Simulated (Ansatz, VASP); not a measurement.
Ag: VASP beside Ansatz

```
Ag
1.0
    -1.56213    1.56213    1.71834
     1.56213   -1.56213    1.71834
     1.56213    1.56213   -1.71834
Ag
1
Cartesian
  0.0000 0.0000 0.0000
```

Alike in both runs: task single point; functional PBEsol; k mesh 28 × 28 × 28; occupations gaussian, width 0.15 eV; no spin polarisation.

|  | VASP | Ansatz |
| --- | --- | --- |
| version | VASP 6.6.1 | Ansatz 0.2.0 |
| potentials or method | VASP PAW PBE potentials, release 64 (Ag), cutoff 520 eV | scalar-relativistic, plane waves, PAW |
| valence electrons in the cell | 11 | 19 |

```tsv
	VASP	Ansatz	Ansatz less VASP
gap on the k mesh at the Fermi level (eV)	none	none	-
pressure (GPa)	-0.2	-0.1	+0.11
traceless stress, the component that is largest in VASP (GPa)	0.95	0.96	+0.008
```

VASP's potentials were made for PBE, not for PBEsol. A gap of «none» marks a metal or a gap that the smearing closes. VASP's potentials hold 11 valence electrons a cell and Ansatz's 19, so a difference there can come from the potentials and not from the codes.
